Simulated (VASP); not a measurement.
A run of VASP 6.6.1 is set up as follows.

INCAR

```
  ALGO = Fast
  EDIFF = 1E-7
  ENCUT = 520
  GGA = PE
  ISIF = 2
  ISMEAR = -1
  LASPH = T
  LCHARG = F
  LREAL = F
  LWAVE = F
  NBANDS = 34
  NELM = 60
  PREC = Accurate
  SIGMA = 0.15
```

File KPOINTS:

```
k-points
0
Gamma
  12 12 12
```

File POSCAR:

```
CuNi4
1.0
   -2.7983865106      2.7983865106      1.7683388947
    2.7983865106     -2.7983865106      1.7683388947
    2.7983865106      2.7983865106     -1.7683388947
Cu Ni
1 4
Direct
    0.0000000000      0.0000000000      0.0000000000
    0.4004999617      0.1982361425      0.5987361042
    0.8017638575      0.4004999617      0.2022638192
    0.1982361425      0.5995000383      0.7977361808
    0.5995000383      0.8017638575      0.4012638958
```

Potentials or basis: VASP PAW PBE potentials, release 64 (Cu, Ni).

The run is started by

```console
$ cat potpaw_PBE.64/Cu/POTCAR potpaw_PBE.64/Ni/POTCAR > POTCAR
$ mpirun -np 1 vasp_std > vasp.out
```

**Question.** Estimate the pressure.

**Answer.** 0.0 GPa.

**Question.** Predict the band gap on the k mesh.

**Answer.** Zero (an odd number of electrons rules out a gap without spin polarisation).

**Question.** Estimate the largest force.

**Answer.** 0.004 eV/Å.

Forces in eV/Å, atoms in the order of the input:
```
Cu   0.000  0.000  0.000
Ni  -0.003  0.003  0.000
Ni   0.003  0.003  0.000
Ni  -0.003 -0.003  0.000
Ni   0.003 -0.003  0.000
```

Spin polarisation is off, so any magnetic state and its effect on volume and gap are missing.
